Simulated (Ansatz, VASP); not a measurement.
# C in VASP and in Ansatz

```
C
1.0
     0.00000    1.77892    1.77892
     1.77892    0.00000    1.77892
     1.77892    1.77892    0.00000
C
2
Cartesian
  0.0000 0.0000 0.0000
  0.8895 0.8895 0.8895
```

Alike in both runs: task single point; functional r2SCAN; dispersion rVV10; k mesh 12 × 12 × 12; occupations gaussian, width 0.02 eV; no spin polarisation.

|  | VASP | Ansatz |
| --- | --- | --- |
| version | VASP 6.6.1 | Ansatz 0.2.0 |
| potentials or method | VASP PAW PBE potentials, release 64 (C), cutoff 660 eV | scalar-relativistic, plane waves, PAW |
| valence electrons in the cell | 8 | 8 |

VASP gave:

* gap on the k mesh at the Fermi level (eV): 4.33
* least direct gap on the mesh (eV): 5.85
* pressure (GPa): 0.2

Question: Which values does Ansatz return?

Answer: gap on the k mesh at the Fermi level (eV): 4.36; least direct gap on the mesh (eV): 5.89; pressure (GPa): 0.0.

VASP's potentials were made for PBE, not for r2SCAN.
